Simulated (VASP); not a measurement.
# Ti (P6_3/mmc) in VASP: further runs

Ti is run at these levels: PBEsol-based screened hybrid with 25 % exact exchange, r2SCAN+rVV10, BLYP+D3(BJ), r2SCANh; tasks: single point.

Everything below comes from runs of VASP 6.6.1. Logs are shortened: lines on timing, memory, paths and dates and some standing lists are left out, and cuts for length are marked.

**1. The cell of the first run**

Symmetry: P6_3/mmc, No. 194, hexagonal system. Conventional cell: a = 2.950 Å, b = 2.950 Å, c = 4.680 Å, α = 90.00°, β = 90.00°, γ = 120.00°. Ti (site symmetry -6m2) has 12 Ti at 2.89 to 2.95 Å within 3.8 Å.

**2. Single point, PBEsol-based screened hybrid with 25 % exact exchange**

POSCAR

```
Ti
1.0
    2.9500000000      0.0000000000      0.0000000000
   -1.4750000000      2.5547749412      0.0000000000
    0.0000000000      0.0000000000      4.6800000000
Ti
2
Direct
    0.6666666667      0.3333333333      0.7500000000
    0.3333333333      0.6666666667      0.2500000000
```

INCAR.step1

```
  ALGO = Normal
  EDIFF = 1E-5
  ENCUT = 520
  GGA = PE
  ISIF = 2
  ISMEAR = -1
  LASPH = True
  LCHARG = False
  LREAL = False
  LWAVE = True
  NBANDS = 19
  NELM = 80
  PREC = Accurate
  SIGMA = 0.05
```

INCAR.step2

```
  AEXX = 0.25
  ALGO = Normal
  EDIFF = 1E-7
  ENCUT = 520
  GGA = PS
  HFSCREEN = 0.207
  ISIF = 2
  ISMEAR = -1
  ISTART = 1
  LASPH = True
  LCHARG = False
  LHFCALC = True
  LREAL = False
  LWAVE = False
  NBANDS = 19
  NELM = 80
  PREC = Accurate
  PRECFOCK = Normal
  SIGMA = 0.05
```

KPOINTS

```
k-points
0
Gamma
  5 5 3
```

Potentials or basis: VASP PAW PBE potentials, release 64 (Ti_sv).

On the command line:

```
$ cat potpaw_PBE.64/Ti_sv/POTCAR > POTCAR
$ cp INCAR.step1 INCAR
$ mpirun -np 1 vasp_std > vasp.out
$ cp INCAR.step2 INCAR
$ mpirun -np 1 vasp_std > vasp.out
```

OUTCAR:

```text
AEXX = 0.25
   EDIFF = 1E-7
   ENCUT = 520
   GGA = PS
   HFSCREEN = 0.207
   ISIF = 2
   ISMEAR = -1
   ISTART = 1
   LASPH = True
   LHFCALC = True
   LREAL = False
   NELM = 80
   PREC = Accurate
   PRECFOCK = Normal

 ion  position               nearest neighbor table
   1  0.667  0.333  0.750-   2 2.89   2 2.89   2 2.89   2 2.89   2 2.89   2 2.89
   2  0.333  0.667  0.250-   1 2.89   1 2.89   1 2.89   1 2.89   1 2.89   1 2.89

  LATTYP: Found a hexagonal cell.
 ALAT       =     2.9500000000
 C/A-ratio  =     1.5864406780

  Lattice vectors:

 A1 = (   2.9500000000,   0.0000000000,   0.0000000000)
 A2 = (  -1.4750000000,   2.5547749412,   0.0000000000)
 A3 = (   0.0000000000,   0.0000000000,   4.6800000000)

Analysis of symmetry for initial positions (statically):
=====================================================================
 Subroutine PRICEL returns:
 Original cell was already a primitive cell.

 Routine SETGRP: Setting up the symmetry group for a
 hexagonal supercell.

 Subroutine GETGRP returns: Found 24 space group operations
 (whereof 12 operations were pure point group operations)
 out of a pool of 24 trial point group operations.

The static configuration has the point symmetry D_3d.
 The point group associated with its full space group is D_6h.

Analysis of symmetry for dynamics (positions and initial velocities):
=====================================================================
 Subroutine PRICEL returns:
 Original cell was already a primitive cell.

 Routine SETGRP: Setting up the symmetry group for a
 hexagonal supercell.

 Subroutine GETGRP returns: Found 24 space group operations
 (whereof 12 operations were pure point group operations)
 out of a pool of 24 trial point group operations.

The dynamic configuration has the point symmetry D_3d.
 The point group associated with its full space group is D_6h.

 Subroutine INISYM returns: Found 24 space group operations
 (whereof 12 operations are pure point group operations),
 and found     1 'primitive' translations

----------------------------------------------------------------------------------------

                                     Primitive cell

  volume of cell :      35.2712

  direct lattice vectors                    reciprocal lattice vectors
[... 75 lines left out ...]
   NSW    =      0    number of steps for IOM
   IBRION =     -1    ionic relax: 0-MD 1-quasi-New 2-CG
   NFREE  =      0    steps in history (QN), initial steepest desc. (CG)
   ISIF   =      2    stress and relaxation
   ISYM   =      3    0-nonsym 1-usesym 2-fastsym
   POTIM  = 0.5000    time-step for ionic-motion
   TEBEG  =    0.0;   TEEND  =   0.0 temperature during run
   PSTRESS=    0.0 pullay stress
   NELECT =      24.0000    total number of electrons
   NUPDOWN=      -1.0000    fix difference up-down
   EMIN   =  10.00;   EMAX   =-10.00  energy-range for DOS
   EFERMI =   0.00;   METHOD = LEGACY
   ISMEAR =    -1;   SIGMA  =   0.05  broadening in eV -4-tet -1-fermi 0-gaus
   EFERMI_NEDOS =   21; number of points for ismear=-14 and -15
   IALGO  =     38    algorithm
   IMIX   =      1    mixing-type and parameters
     AMIX     =   0.40;   BMIX     =  1.00
     AMIX_MAG =   1.60;   BMIX_MAG =  1.00
  volume/ion in A,a.u.               =      17.64       119.01
  Fermi-wavevector in a.u.,A,eV,Ry     =   1.439920  2.721055 28.209912  2.073370
  Thomas-Fermi vector in A             =   2.558722
   LORBIT       =      0    0 simple, 1 ext, 2 COOP (PROOUT), +10 PAW based schemes
   GGA     = PS    functional components
   LHFCALC =     T    Hartree Fock is set to
   PRECFOCK=normal    Normal, Fast or Accurate (Low or Medium for compatibility)
   ENCUT4O =  -1.0   cutoff for four orbital integrals eV
   NKREDX  =     1    reduce k-point grid by
   NKREDY  =     1    reduce k-point grid by
   NKREDZ  =     1    reduce k-point grid by
   AEXX    =    0.2500 exact exchange contribution
   HFSCREEN=    0.2070 screening length (either q_TF or 0.3 A-1)
   HFSCREENC=   0.2070 screening length for correlation (either q_TF or 0.3 A-1)
   ENCUTFOCK=  -1.0 apply spherical cutoff to Coloumb kernel
   IVDW    =     0    specifies the selected vdW correction
   LEPSILON=     F    determine dielectric tensor
   LRPA    =     F    only Hartree local field effects (RPA)
 non-spin polarized calculation
  energy-cutoff  :      520.00
  volume of cell :       35.27
 maximum number of plane-waves:       965
 NGX is ok and might be reduce to    24
  NGX = 18; NGY = 18; NGZ = 28

 number of electron      24.0000002 magnetization

 Free energy of the ion-electron system (eV)
  ---------------------------------------------------
  ext. energy  EPLUGINS =         0.00000000
  ---------------------------------------------------
  free energy    TOTEN  =       -19.57727956 eV

  energy without entropy =      -19.55613455  energy(sigma->0) =      -19.56670705

 E-fermi :   8.2576     XC(G=0):  -9.5093

 val. band max:        8.2409216149   @ k =   0.4000   0.2000   0.3333
 cond. band min:       8.4848777863   @ k =   0.0000   0.0000   0.0000
 fundamental gap:      0.2439561713
 Fermi energy:         8.2575898509

 k-point     1 :       0.0000    0.0000    0.0000
  band No.  band energies     occupation
      1     -53.5177      2.00000
      2     -53.3778      2.00000
      3     -28.5720      2.00000
      4     -27.8540      2.00000
      5     -27.8540      2.00000
      6     -27.8341      2.00000
[... 197 lines left out ...]
      6     -28.0206      2.00000
[... 11 lines left out ...]
     18      12.2847      0.00000
     19      14.0159      0.00000

------------------------ aborting loop because EDIFF is reached ----------------------------------------

  FORCE on cell =-STRESS in cart. coord.  units (eV):
  Direction    XX          YY          ZZ          XY          YZ          ZX
  --------------------------------------------------------------------------------------
  -------------------------------------------------------------------------------------
  Total       -1.3101154     -1.3101154     -2.2420634      0.0000000      0.0000000      0.0000000
  in kB      -59.5113233    -59.5113233   -101.8445891      0.0000000      0.0000000      0.0000000
  external PRESSURE =     -73.6224119 kB  Pullay stress =       0.0000000 kB

 VOLUME and BASIS-vectors are now :
 -----------------------------------------------------------------------------
  energy-cutoff  :      520.00
  volume of cell :       35.27
      direct lattice vectors                 reciprocal lattice vectors
     2.950000000  0.000000000  0.000000000     0.338983051  0.195711956  0.000000000
    -1.475000000  2.554774941  0.000000000     0.000000000  0.391423911  0.000000000
     0.000000000  0.000000000  4.680000000     0.000000000  0.000000000  0.213675214

 POSITION                                       TOTAL-FORCE (eV/Angst)
 -----------------------------------------------------------------------------------
      1.47500      0.85159      3.51000        -0.000000     -0.000000      0.000000
     -0.00000      1.70318      1.17000         0.000000      0.000000      0.000000
 -----------------------------------------------------------------------------------
    total drift:                               -0.000001     -0.000000      0.000001

  FREE ENERGIE OF THE ION-ELECTRON SYSTEM (eV)
  ---------------------------------------------------
  free  energy   TOTEN  =       -19.5772795554 eV

  energy  without entropy=      -19.5561345462  energy(sigma->0) =      -19.56670705
```

It took 16 min on 1 thread of Intel Xeon Platinum 8488C (Sapphire Rapids), shared host; peak memory 0.26 GiB.

Results:

| Item | Value |
| --- | --- |
| Free energy | -19.5773 eV |
| Pressure | -7.4 GPa |
| Band gap on the k mesh | zero (bands 12 and 13 overlap by 1.05 eV) |

Stress tensor (GPa, compression positive):
```
 -5.95   0.00   0.00
  0.00  -5.95   0.00
  0.00   0.00 -10.18
```

Caveat: the k points lie up to 0.49 Å⁻¹ apart, too coarse for converged energies and pressures of a metal; the PAW data sets were made with another functional, which shifts forces and pressure a little.

**3. Single point, r2SCAN+rVV10**

POSCAR is that of step 2.

INCAR.step1

```
ALGO = Normal
EDIFF = 1E-4
ENCUT = 520
GGA = PE
ISMEAR = -1
LASPH = True
LCHARG = False
LREAL = False
LWAVE = True
NBANDS = 19
NELM = 80
PREC = Accurate
SIGMA = 0.025
```

INCAR.step2

```
ALGO = Normal
BPARAM = 11.95
CPARAM = 0.0093
EDIFF = 1E-6
ENCUT = 520
ISIF = 2
ISMEAR = -1
ISTART = 1
IVDW_NL = 2
LASPH = True
LCHARG = False
LMIXTAU = True
LREAL = False
LUSE_VDW = True
LWAVE = False
METAGGA = R2SCAN
NBANDS = 19
NELM = 80
PREC = Accurate
SIGMA = 0.025
```

KPOINTS

```
k-points
0
Gamma
  10 10 6
```

Potentials or basis: VASP PAW PBE potentials, release 64 (Ti_sv).

On the command line:

```
$ cat potpaw_PBE.64/Ti_sv/POTCAR > POTCAR
$ cp INCAR.step1 INCAR
$ mpirun -np 1 vasp_std > vasp.out
$ cp INCAR.step2 INCAR
$ mpirun -np 1 vasp_std > vasp.out
```

Wall time 64 s (1 thread of Intel Xeon 6975P-C (Granite Rapids), shared host); peak memory 0.27 GiB.

The run converged. Its results:

| Item | Value |
| --- | --- |
| Free energy | -25.3425 eV |
| Pressure | -2.6 GPa |
| Band gap on the k mesh | zero (bands 12 and 13 overlap by 1.21 eV) |

Stress tensor (GPa, compression positive):
```
-2.38  0.00  0.00
 0.00 -2.38  0.00
 0.00  0.00 -3.05
```

Levels at points of the mesh, in eV from the Fermi level:
```
           k point  band 10  band 11  band 12  band 13  band 14  band 15
(0.00, 0.00, 0.00)    -2.82     0.51     0.88     0.88     0.96     1.39
(0.50, 0.00, 0.00)    -2.23    -1.89    -0.84     0.64     0.69     1.25
(0.00, 0.00, 0.50)    -4.67     0.07     0.07     0.80     0.80     0.80
(0.50, 0.00, 0.50)    -2.63    -0.85    -0.85     1.21     1.21     1.90
```

Caveat: the PAW data sets were made with another functional, which shifts forces and pressure a little.

[end of part 1 of 2]
